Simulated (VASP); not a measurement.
# Ga2O3 (R-3c) in VASP: single point with LDA

Aim: the single point of Ga2O3 with LDA.

Program: VASP 6.6.1. These are calculated values, not measurements. Logs are shortened: lines on timing, memory, paths and dates and some standing lists are left out, and cuts for length are marked.

### Step 1. The cell of the first run

The structure is trigonal, space group R-3c (No. 167). Conventional cell: a = 4.950 Å, b = 4.950 Å, c = 13.306 Å, α = 90.00°, β = 90.00°, γ = 120.00°. Within 2.5 Å of Ga (site symmetry 3) lie 6 O at 1.91 to 2.06 Å. Within 2.5 Å of O (site symmetry 2) lie 4 Ga at 1.91 to 2.06 Å.

### Step 2. Single point, LDA

Input file INCAR:

```
SYSTEM = Ga2O3
  PREC = Accurate
  ENCUT = 520
  EDIFF = 1E-6
  ISMEAR = 0
  SIGMA = 0.02
  LREAL = .False.
  LASPH = .True.
  NELM = 60
  ALGO = Normal
  ISIF = 2
  LWAVE = .False.
  LCHARG = .True.
  GGA = CA
  LELF = .True.
  LVHAR = .True.
  NBANDS = 55
```

Input file KPOINTS:

```
Automatic mesh
0
Gamma
  6 6 6
  0 0 0
```

Input file POSCAR:

```
Ga2O3
1.0
    2.4749880361      1.4289350089      4.4353298806
   -2.4749880361      1.4289350089      4.4353298806
    0.0000000000     -2.8578700178      4.4353298806
Ga O
4 6
Direct
    0.3557610561      0.3557610561      0.3557610561
    0.1442389439      0.1442389439      0.1442389439
    0.6442389439      0.6442389439      0.6442389439
    0.8557610561      0.8557610561      0.8557610561
    0.5527900558      0.9472099442      0.2500000000
    0.2500000000      0.5527900558      0.9472099442
    0.9472099442      0.2500000000      0.5527900558
    0.4472099442      0.0527900558      0.7500000000
    0.7500000000      0.4472099442      0.0527900558
    0.0527900558      0.7500000000      0.4472099442
```

Potentials or basis: VASP PAW LDA potentials, release 64 (Ga_d, O).

The run is started by

```console
$ cat potpaw_LDA.64/Ga_d/POTCAR potpaw_LDA.64/O/POTCAR > POTCAR
$ mpirun -np 1 vasp_std > vasp.out
```

OUTCAR:

```text
SYSTEM = Ga2O3
   PREC = Accurate
   ENCUT = 520
   EDIFF = 1E-6
   ISMEAR = 0
   LREAL = .False.
   LASPH = .True.
   NELM = 60
   ISIF = 2
   GGA = CA

 ion  position               nearest neighbor table
   1  0.356  0.356  0.356-  10 1.91   8 1.91   9 1.91   5 2.06   7 2.06   6 2.06   2 2.81   3 2.92
                             3 2.92   3 2.92
   2  0.144  0.144  0.144-   9 1.91   8 1.91  10 1.91   5 2.06   7 2.06   6 2.06   1 2.81   4 2.92
                             4 2.92   4 2.92
   3  0.644  0.644  0.644-   7 1.91   5 1.91   6 1.91   8 2.06   9 2.06  10 2.06   4 2.81   1 2.92
                             1 2.92   1 2.92
   4  0.856  0.856  0.856-   6 1.91   5 1.91   7 1.91   8 2.06   9 2.06  10 2.06   3 2.81   2 2.92
                             2 2.92   2 2.92
   5  0.553  0.947  0.250-   3 1.91   4 1.91   1 2.06   2 2.06
   6  0.250  0.553  0.947-   4 1.91   3 1.91   1 2.06   2 2.06
   7  0.947  0.250  0.553-   3 1.91   4 1.91   1 2.06   2 2.06
   8  0.447  0.053  0.750-   1 1.91   2 1.91   3 2.06   4 2.06
   9  0.750  0.447  0.053-   2 1.91   1 1.91   3 2.06   4 2.06
  10  0.053  0.750  0.447-   1 1.91   2 1.91   3 2.06   4 2.06

  LATTYP: Found a trigonal (rhomboedric) cell.
 ALAT       =     5.2763218427
 COS(alpha) =     0.5599382248

  Lattice vectors:

 A1 = (   2.4749880361,   1.4289350089,   4.4353298806)
 A2 = (  -2.4749880361,   1.4289350089,   4.4353298806)
 A3 = (   0.0000000000,  -2.8578700178,   4.4353298806)

Analysis of symmetry for initial positions (statically):
=====================================================================
 Subroutine PRICEL returns:
 Original cell was already a primitive cell.

 Routine SETGRP: Setting up the symmetry group for a
 trigonal (rhombohedral) supercell.

 Subroutine GETGRP returns: Found 12 space group operations
 (whereof  6 operations were pure point group operations)
 out of a pool of 12 trial point group operations.

The static configuration has the point symmetry S_6 .
 The point group associated with its full space group is D_3d.

Analysis of symmetry for dynamics (positions and initial velocities):
=====================================================================
 Subroutine PRICEL returns:
 Original cell was already a primitive cell.

 Routine SETGRP: Setting up the symmetry group for a
 trigonal (rhombohedral) supercell.

 Subroutine GETGRP returns: Found 12 space group operations
 (whereof  6 operations were pure point group operations)
 out of a pool of 12 trial point group operations.

The dynamic configuration has the point symmetry S_6 .
 The point group associated with its full space group is D_3d.

 Subroutine INISYM returns: Found 12 space group operations
 (whereof  6 operations are pure point group operations),
 and found     1 'primitive' translations

----------------------------------------------------------------------------------------

                                     Primitive cell

  volume of cell :      94.1158

  direct lattice vectors                    reciprocal lattice vectors
     2.474988036  1.428935009  4.435329881     0.202021179  0.116636982  0.075154124
    -2.474988036  1.428935009  4.435329881    -0.202021179  0.116636982  0.075154124
     0.000000000 -2.857870018  4.435329881     0.000000000 -0.233273964  0.075154124

  length of vectors
     5.276321843  5.276321843  5.276321843     0.245081383  0.245081383  0.245081383

  position of ions in fractional coordinates (direct lattice)
     0.355761056  0.355761056  0.355761056
     0.144238944  0.144238944  0.144238944
     0.644238944  0.644238944  0.644238944
     0.855761056  0.855761056  0.855761056
     0.552790056  0.947209944  0.250000000
     0.250000000  0.552790056  0.947209944
     0.947209944  0.250000000  0.552790056
     0.447209944  0.052790056  0.750000000
     0.750000000  0.447209944  0.052790056
     0.052790056  0.750000000  0.447209944

  ion indices of the primitive-cell ions
   primitive index   ion index
                 1           1
                 2           2
                 3           3
                 4           4
                 5           5
                 6           6
                 7           7
                 8           8
                 9           9
                10          10

----------------------------------------------------------------------------------------

 KPOINTS: Automatic mesh

Automatic generation of k-mesh.
 Grid dimensions read from file:
 generate k-points for:    6    6    6

 Generating k-lattice:

  Cartesian coordinates                     Fractional coordinates (reciprocal lattice)
     0.033670196  0.019439497  0.012525687     0.166666667 -0.000000000  0.000000000
    -0.033670196  0.019439497  0.012525687    -0.000000000  0.166666667  0.000000000
     0.000000000 -0.038878994  0.012525687     0.000000000  0.000000000  0.166666667

  Length of vectors
     0.040846897  0.040846897  0.040846897

  Shift w.r.t. Gamma in fractional coordinates (k-lattice)
     0.000000000  0.000000000  0.000000000

 Subroutine IBZKPT returns following result:
 ===========================================

 Found     32 irreducible k-points:

 Following reciprocal coordinates:
            Coordinates               Weight
  0.000000  0.000000  0.000000      1.000000
  0.166667  0.000000 -0.000000      6.000000
  0.333333  0.000000 -0.000000      6.000000
  0.500000  0.000000 -0.000000      3.000000
  0.166667  0.166667 -0.000000      6.000000
  0.333333  0.166667  0.000000     12.000000
[... 16 lines left out ...]
  0.500000  0.500000  0.166667      6.000000
 -0.333333  0.500000  0.166667     12.000000
 [... further k-points ...]
   k-points           NKPTS =     32   k-points in BZ     NKDIM =     32   number of bands    NBANDS=     55
   number of dos      NEDOS =    301   number of ions     NIONS =     10
   total plane-waves  NPLWV =  64000
   dimension x,y,z NGX =    40 NGY =   40 NGZ =   40
   dimension x,y,z NGXF=    80 NGYF=   80 NGZF=   80
   ions per type =               4   6
   NGX,Y,Z   is equivalent  to a cutoff of  12.60, 12.60, 12.60 a.u.
   NGXF,Y,Z  is equivalent  to a cutoff of  25.21, 25.21, 25.21 a.u.
 SYSTEM =  Ga2O3
   PREC   = accura    normal or accurate (medium, high low for compatibility)
   ISTART =      0    job   : 0-new  1-cont  2-samecut
   ICHARG =      2    charge: 1-file 2-atom 10-const
   ISPIN  =      1    spin polarized calculation?
   LNONCOLLINEAR =      F non collinear calculations
   LSORBIT =      F    spin-orbit coupling
   LASPH  =      T    aspherical Exc in radial PAW
   ENCUT  =  520.0 eV  38.22 Ry    6.18 a.u.   9.81  9.81  9.81*2*pi/ulx,y,z
   NELM   =     60;   NELMIN=  2; NELMDL= -5     # of ELM steps
   EDIFF  = 0.1E-05   stopping-criterion for ELM
   LREAL  =      F    real-space projection
   EDIFFG = 0.1E-04   stopping-criterion for IOM
   NSW    =      0    number of steps for IOM
   IBRION =     -1    ionic relax: 0-MD 1-quasi-New 2-CG
   NFREE  =      0    steps in history (QN), initial steepest desc. (CG)
   ISIF   =      2    stress and relaxation
   ISYM   =      2    0-nonsym 1-usesym 2-fastsym
   POTIM  = 0.5000    time-step for ionic-motion
   TEBEG  =    0.0;   TEEND  =   0.0 temperature during run
   PSTRESS=    0.0 pullay stress
   NELECT =      88.0000    total number of electrons
   NUPDOWN=      -1.0000    fix difference up-down
   EMIN   =  10.00;   EMAX   =-10.00  energy-range for DOS
   EFERMI =   0.00;   METHOD = LEGACY
   ISMEAR =     0;   SIGMA  =   0.02  broadening in eV -4-tet -1-fermi 0-gaus
   EFERMI_NEDOS =   21; number of points for ismear=-14 and -15
   IALGO  =     38    algorithm
   IMIX   =      4    mixing-type and parameters
     AMIX     =   0.40;   BMIX     =  1.00
     AMIX_MAG =   1.60;   BMIX_MAG =  1.00
  volume/ion in A,a.u.               =       9.41        63.51
  Fermi-wavevector in a.u.,A,eV,Ry     =   1.600841  3.025150 34.867530  2.562691
  Thomas-Fermi vector in A             =   2.697913
   LORBIT       =      0    0 simple, 1 ext, 2 COOP (PROOUT), +10 PAW based schemes
   GGA     = CA    functional components
   LHFCALC =     F    Hartree Fock is set to
   AEXX    =    0.0000 exact exchange contribution
   IVDW    =     0    specifies the selected vdW correction
   LEPSILON=     F    determine dielectric tensor
   LRPA    =     F    only Hartree local field effects (RPA)
 non-spin polarized calculation
 Gauss-broadening in eV      SIGMA  =   0.02
  energy-cutoff  :      520.00
  volume of cell :       94.12
 maximum number of plane-waves:      2554
   NGX = 19   NGY = 19   NGZ = 19

 number of electron      87.9999985 magnetization

 Free energy of the ion-electron system (eV)
  ---------------------------------------------------
  ext. energy  EPLUGINS =         0.00000000
  ---------------------------------------------------
  free energy    TOTEN  =       -68.26620088 eV

  energy without entropy =      -68.26620088  energy(sigma->0) =      -68.26620088

 E-fermi :   4.7312     XC(G=0): -12.8971

 val. band max:        4.5495108125   @ k =  -0.1667   0.1667   0.0000
 cond. band min:       7.6065262268   @ k =   0.0000   0.0000   0.0000
 fundamental gap:      3.0570154144
 Fermi energy:         4.7312369335

 k-point     1 :       0.0000    0.0000    0.0000
  band No.  band energies     occupation
      1     -14.4708      2.00000
      2     -12.2939      2.00000
      3     -12.2939      2.00000
      4     -12.2378      2.00000
      5     -12.2191      2.00000
      6     -12.2191      2.00000
[... 47 lines left out ...]
     54      15.6557      0.00000
     55      16.9559      0.00000

 k-point     2 :       0.1667    0.0000   -0.0000
  band No.  band energies     occupation
      1     -14.3352      2.00000
      2     -12.4208      2.00000
      3     -12.3041      2.00000
      4     -12.2970      2.00000
      5     -12.2356      2.00000
      6     -12.2058      2.00000
[... 47 lines left out ...]
     54      16.2678      0.00000
     55      16.7618      0.00000

 k-point     3 :       0.3333    0.0000   -0.0000
  band No.  band energies     occupation
      1     -13.9538      2.00000
      2     -12.8409      2.00000
      3     -12.3380      2.00000
      4     -12.3188      2.00000
      5     -12.2538      2.00000
      6     -12.2265      2.00000
[... 1152 lines left out ...]
 k-point    23 :       0.5000    0.5000    0.1667
  band No.  band energies     occupation
      1     -13.5571      2.00000
      2     -12.9268      2.00000
      3     -12.5912      2.00000
      4     -12.4038      2.00000
      5     -12.3121      2.00000
      6     -12.2460      2.00000
[... 47 lines left out ...]
     54      16.7128      0.00000
     55      16.8493      0.00000

 k-point    24 :      -0.3333    0.5000    0.1667
  band No.  band energies     occupation
      1     -13.3457      2.00000
      2     -13.0038      2.00000
      3     -12.6672      2.00000
      4     -12.5296      2.00000
      5     -12.2704      2.00000
      6     -12.2329      2.00000
[... 47 lines left out ...]
     54      16.5641      0.00000
     55      16.8979      0.00000

 [... further k-points ...]
[... 5 lines left out ...]
  --------------------------------------------------------------------------------------
  -------------------------------------------------------------------------------------
  Total        1.3376699      1.3376699      1.0536927      0.0000000      0.0000000      0.0000000
  in kB       22.7717692     22.7717692     17.9374956      0.0000000      0.0000000      0.0000000
  external PRESSURE =      21.1603447 kB  Pullay stress =       0.0000000 kB

 VOLUME and BASIS-vectors are now :
 -----------------------------------------------------------------------------
  energy-cutoff  :      520.00
  volume of cell :       94.12
      direct lattice vectors                 reciprocal lattice vectors
     2.474988036  1.428935009  4.435329881     0.202021179  0.116636982  0.075154124
    -2.474988036  1.428935009  4.435329881    -0.202021179  0.116636982  0.075154124
     0.000000000 -2.857870018  4.435329881     0.000000000 -0.233273964  0.075154124

 POSITION                                       TOTAL-FORCE (eV/Angst)
 -----------------------------------------------------------------------------------
      0.00000      0.00000      4.73375         0.000000     -0.000000     -0.016648
      0.00000      0.00000      1.91924         0.000000     -0.000000      0.016648
      0.00000      0.00000      8.57224         0.000000     -0.000000      0.016648
      0.00000      0.00000     11.38675         0.000000     -0.000000     -0.016648
     -0.97618      1.42894      7.76183        -0.025858     -0.000000     -0.000000
     -0.74940     -1.55987      7.76183         0.012929     -0.022394     -0.000000
      1.72559      0.13093      7.76183         0.012929      0.022394     -0.000000
      0.97618     -1.42894      5.54416         0.025858     -0.000000     -0.000000
      0.74940      1.55987      5.54416        -0.012929      0.022394     -0.000000
     -1.72559     -0.13093      5.54416        -0.012929     -0.022394     -0.000000
 -----------------------------------------------------------------------------------
    total drift:                               -0.000000     -0.000000     -0.000000

  FREE ENERGIE OF THE ION-ELECTRON SYSTEM (eV)
  ---------------------------------------------------
  free  energy   TOTEN  =       -68.2662008767 eV

  energy  without entropy=      -68.2662008767  energy(sigma->0) =      -68.26620088
```

It took 7.3 min on 1 thread of AMD EPYC 7R13, shared host; peak memory 0.24 GiB.

What came out:

```yaml
Free_energy: -68.2662 eV
Pressure: 2.1 GPa
Largest_force: 0.026 eV/Å
Band_gap_on_the_k_mesh: 3.06 eV, indirect (least direct gap 3.33 eV)
```

Forces on the atoms (eV/Å):
```
Ga   0.000  0.000 -0.017
Ga   0.000  0.000  0.017
Ga   0.000  0.000  0.017
Ga   0.000  0.000 -0.017
O   -0.026  0.000  0.000
O    0.013 -0.022  0.000
O    0.013  0.022  0.000
O    0.026  0.000  0.000
O   -0.013  0.022  0.000
O   -0.013 -0.022  0.000
```

Stress tensor (GPa, compression positive):
```
2.28 0.00 0.00
0.00 2.28 0.00
0.00 0.00 1.79
```

A k mesh can miss the band edges. LDA gaps usually lie below the measured ones, often by a third to a half.
